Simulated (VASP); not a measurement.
Set up this calculation in VASP 6.6.1, as the native input.

- Task: single point
- Functional: PBE
- Potentials or basis: VASP PAW PBE potentials, release 64 (In_d)
- Cutoff: 520 eV
- k mesh: 9 × 9 × 5
- Occupations: gaussian, width 0.028 eV
- Spin: no spin polarisation
- Dipole correction: no
- Further INCAR settings: ALGO = Normal; EDIFF = 1e-07; NBANDS = 20

The structure of In lies in POSCAR:

```
In
1.0
    3.3354847820      0.0000000000      0.0000000000
   -1.6677423910      2.8886145552      0.0000000000
    0.0000000000      0.0000000000      5.5091429200
In
2
Direct
    0.6666666667      0.3333333333      0.7500000000
    0.3333333333      0.6666666667      0.2500000000
```

This isn't the form of In at room conditions, which is tetragonal.

The input as run:

INCAR

```
ALGO = Normal
EDIFF = 1E-7
ENCUT = 520
GGA = PE
ISIF = 2
ISMEAR = 0
LASPH = True
LCHARG = False
LREAL = False
LWAVE = False
NBANDS = 20
NELM = 60
PREC = Accurate
SIGMA = 0.028000000000000004
```

KPOINTS

```
k-points
0
Gamma
  9 9 5
```

Potentials or basis: VASP PAW PBE potentials, release 64 (In_d).

Command:

```sh
$ cat potpaw_PBE.64/In_d/POTCAR > POTCAR
$ mpirun -np 1 vasp_std > vasp.out
```

It gave:

```
Pressure               : 1.3 GPa
Band gap on the k mesh : zero (bands 13 and 14 overlap by 4.01 eV)
```

Caveat: spin-orbit coupling is left out, which moves the levels of the heavy elements.

Wall time 47 s on 1 thread of Intel Xeon 8259CL, on a shared host, peak memory 0.18 GiB.
